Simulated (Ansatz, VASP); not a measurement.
**Ta: VASP beside Ansatz**

```xyz
1
Lattice="-1.4286 1.4286 2.0757 1.4286 -1.4286 2.0757 1.4286 1.4286 -2.0757" Properties=species:S:1:pos:R:3 pbc="T T T"
Ta    0.0000    0.0000    0.0000
```

Alike in both runs: task single point; functional PBEsol; k mesh 22 × 22 × 22; occupations gaussian, width 0.15 eV; no spin polarisation.

|  | VASP | Ansatz |
| --- | --- | --- |
| version | VASP 6.6.1 | Ansatz 0.2.0 |
| potentials or method | VASP PAW PBE potentials, release 64 (Ta_pv), cutoff 520 eV | scalar-relativistic, plane waves, PAW |
| valence electrons in the cell | 11 | 13 |

Ansatz gave:

```
gap on the k mesh at the Fermi level (eV)                     : none
pressure (GPa)                                                : 16.3
traceless stress, the component that is largest in VASP (GPa) : 3.79
```

Q: What did VASP give for the same quantities?

A: gap on the k mesh at the Fermi level (eV): none; pressure (GPa): 16.7; traceless stress, the component that is largest in VASP (GPa): 3.80.

VASP's potentials were made for PBE, not for PBEsol, and Ansatz warns of the same on its side. A gap of «none» marks a metal or a gap that the smearing closes. VASP's potentials hold 11 valence electrons a cell and Ansatz's 13, so a difference there can come from the potentials and not from the codes.

Neither program's run includes spin-orbit coupling.
